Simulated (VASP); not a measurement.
The system is CrO2.

```xyz
6
Lattice="4.4210 0.0000 0.0000 0.0000 4.4210 0.0000 0.0000 0.0000 2.9170" Properties=species:S:1:pos:R:3 pbc="T T T"
Cr    0.0000    0.0000    0.0000
Cr    2.2105    2.2105    1.4585
O     1.3307    1.3307    0.0000
O     0.8798    3.5412    1.4585
O     3.0903    3.0903    0.0000
O     3.5412    0.8798    1.4585
```

| Quantity | Value |
| --- | --- |
| Program | VASP 6.6.1 |
| Task | relaxation of cell and atoms |
| Functional | LDA |
| Potentials or basis | VASP PAW LDA potentials, release 64 (Cr_pv, O) |
| Cutoff | 600 eV |
| k mesh | 4 × 4 × 6 |
| Occupations | gaussian, width 0.1 eV |
| Spin | collinear spin, ferromagnetic start |
| Starting moments | [1.85, 1.85, 0.0, 0.0, 0.0, 0.0] μB |

At the start: pressure -13.5 GPa; volume 9.50 Å³/atom.

Question: Where does the relaxation end?

Answer: Over 5 steps the energy falls by 22.4 meV/atom and the volume is 9.04 Å³/atom (-4.9 %); space group P4_2/mnm (No. 136, to 0.1 Å) before and after; moment 4.00 μB per cell.

The path:
| step | energy change (eV) | largest force (eV/Å) | pressure (GPa) | volume (Å³) |
| --- | --- | --- | --- | --- |
| 1 | 0.0000 | 0.3684 | -13.52 | 57.01 |
| 2 | 0.1261 | 0.5110 | 23.68 | 50.65 |
| 3 | -0.1335 | 0.0886 | -0.06 | 54.23 |
| 4 | -0.1335 | 0.0818 | 0.20 | 54.17 |
| 5 | -0.1342 | 0.0021 | 0.07 | 54.23 |

Final structure:
```
Cr O
1.0
     4.35729    0.00000    0.00000
     0.00000    4.35729    0.00000
     0.00000    0.00000    2.85621
Cr O
2 4
Direct
  0.00000 0.00000 0.00000
  0.50000 0.50000 0.50000
  0.30276 0.30276 0.00000
  0.19724 0.80276 0.50000
  0.69724 0.69724 0.00000
  0.80276 0.19724 0.50000
```

Caveat: the run started ferromagnetic, and an antiferromagnetic order may lie lower in energy.
